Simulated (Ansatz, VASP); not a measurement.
MgS in VASP and in Ansatz

```xyz
2
Lattice="0.0000 2.6359 2.6359 2.6359 0.0000 2.6359 2.6359 2.6359 0.0000" Properties=species:S:1:pos:R:3 pbc="T T T"
S     2.6359    2.6359    2.6359
Mg    0.0000    0.0000    0.0000
```

Alike in both runs: task single point; functional PBE0; k mesh 4 × 4 × 4; occupations fermi-dirac, width 0.05 eV; no spin polarisation.

|  | VASP | Ansatz |
| --- | --- | --- |
| version | VASP 6.6.1 | Ansatz 0.2.0 |
| potentials or method | VASP PAW PBE potentials, release 64 (S, Mg) | Ansatz PAW |
| plane-wave cutoff (eV) | 520 | 420 |
| valence electrons in the cell | 8 | 16 |

Ansatz gave:

- gap on the k mesh at the Fermi level (eV): 4.44
- least direct gap on the mesh (eV): 5.23
- pressure (GPa): -3.0

Q: Estimate VASP's values.

A: gap on the k mesh at the Fermi level (eV): 4.42; least direct gap on the mesh (eV): 5.24; pressure (GPa): -3.4.

VASP's potentials hold 8 valence electrons a cell and Ansatz's 16, so a difference there can come from the potentials and not from the codes.

The k mesh is coarse, so the values compare programs but aren't converged.
